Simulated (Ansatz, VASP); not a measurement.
**Ir in VASP and in Ansatz**

File POSCAR:

```
Ir
1.0
    0.0000000000      2.7630745518      2.7630745518
    2.7630745518      0.0000000000      2.7630745518
    2.7630745518      2.7630745518      0.0000000000
Ir
2
Direct
    0.1250000000      0.1250000000      0.1250000000
    0.8750000000      0.8750000000      0.8750000000
```

The input INCAR.step1:

```
PREC = Accurate
ENCUT = 520
ISMEAR = -1
SIGMA = 0.05
LREAL = False
LASPH = True
NELM = 150
ISPIN = 2
MAGMOM = 1 1
LMAXMIX = 4
NBANDS = 20
GGA = PE
ALGO = Normal
EDIFF = 1E-4
LWAVE = True
LCHARG = False
```

INCAR.step2

```
PREC = Accurate
ENCUT = 520
EDIFF = 1E-6
ISMEAR = -1
SIGMA = 0.05
LREAL = False
LASPH = True
NELM = 150
ALGO = Normal
ISIF = 2
LWAVE = False
LCHARG = False
ISPIN = 2
MAGMOM = 1 1
LORBIT = 11
LMAXMIX = 4
METAGGA = R2SCAN
LMIXTAU = True
NBANDS = 20
ISTART = 1
```

KPOINTS

```
regular mesh
0
Gamma
  16 16 16
```

Input for Ansatz:

```yaml
crystal:
  lattice:
    - [0.0, 2.7630745518, 2.7630745518]
    - [2.7630745518, 0.0, 2.7630745518]
    - [2.7630745518, 2.7630745518, 0.0]
  atoms:
    - { symbol: Ir, position: [0.125, 0.125, 0.125], spin: 1.0 }
    - { symbol: Ir, position: [0.875, 0.875, 0.875], spin: 1.0 }
hamiltonian:
  xc: r2scan
  pseudopotentials:
    kind: paw
    azcp:
      Ir: "pseudopotentials/Ir.paw.azcp"
basis:
  ecutwfc: 500
  fft_grid_basis: typed
kpoints:
  mp_grid: { grid: [16, 16, 16], shift: [0, 0, 0] }
magnetization:
  spin_polarized: true
scf:
  occupations: { method: fermi_dirac, width: 0.05 }
```

Alike in both runs: task single point; functional r2SCAN; k mesh 16 × 16 × 16; occupations fermi-dirac, width 0.05 eV; collinear spin.

```csv
,VASP,Ansatz
version,VASP 6.6.1,Ansatz 0.2.0
potentials or method,"VASP PAW PBE potentials, release 64 (Ir), cutoff 520 eV","plane waves (500 eV) with PAW, scalar-relativistic"
valence electrons in the cell,18,34
```

```tsv
	VASP	Ansatz	Ansatz less VASP
net moment per atom (μB)	0.00	0.00	0.000
```

VASP's potentials were made for PBE, not for r2SCAN. VASP's potentials hold 18 valence electrons a cell and Ansatz's 34, so a difference there can come from the potentials and not from the codes. Ansatz's warnings: seeded moment not kept, stability check not made.

Spin-orbit coupling is off throughout.
